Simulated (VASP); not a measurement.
A run of VASP 6.6.1 is set up as follows.

Contents of INCAR:

```
SYSTEM = CoBr
PREC = Accurate
ENCUT = 520
EDIFF = 1E-7
ISMEAR = 1
SIGMA = 0.1
LREAL = .False.
LASPH = .True.
NELM = 150
ALGO = Normal
ISIF = 2
LWAVE = .False.
LCHARG = .False.
ISPIN = 2
MAGMOM = 2.5 0
LORBIT = 11
LMAXMIX = 4
LDAU = .True.
LDAUTYPE = 2
LDAUL = 2 -1
LDAUU = 2 0
LDAUJ = 0 0
LDAUPRINT = 1
GGA = PE
NBANDS = 19
```

KPOINTS

```
regular mesh
0
Gamma
  6 6 4
  0 0 0
```

POSCAR

```
CoBr
1.0
    3.4979560000      0.0000000000      0.0000000000
   -1.7489780000      3.0293190000      0.0000000000
    0.0000000000      0.0000000000      4.5020260000
Co Br
1 1
Direct
    0.0000000000      0.0000000000      0.0000000000
    0.0000000000      0.0000000000      0.5000000000
```

Potentials or basis: VASP PAW PBE potentials, release 64 (Co, Br).

Launch:

```bash
$ cat potpaw_PBE.64/Co/POTCAR potpaw_PBE.64/Br/POTCAR > POTCAR
$ mpirun -np 1 vasp_std > vasp.out
```

Task: Estimate the site moments.

Result: Co +2.06; Br +0.14 μB.

Task: Estimate the pressure.

Result: 0.5 GPa.

Task: Estimate the net moment.

Result: 2.10 μB per cell.

Stress tensor (GPa, compression positive):
```
-0.24  0.00  0.00
 0.00 -0.24  0.00
 0.00  0.00  1.93
```

The state reached can hang on the start; a lower one may exist.
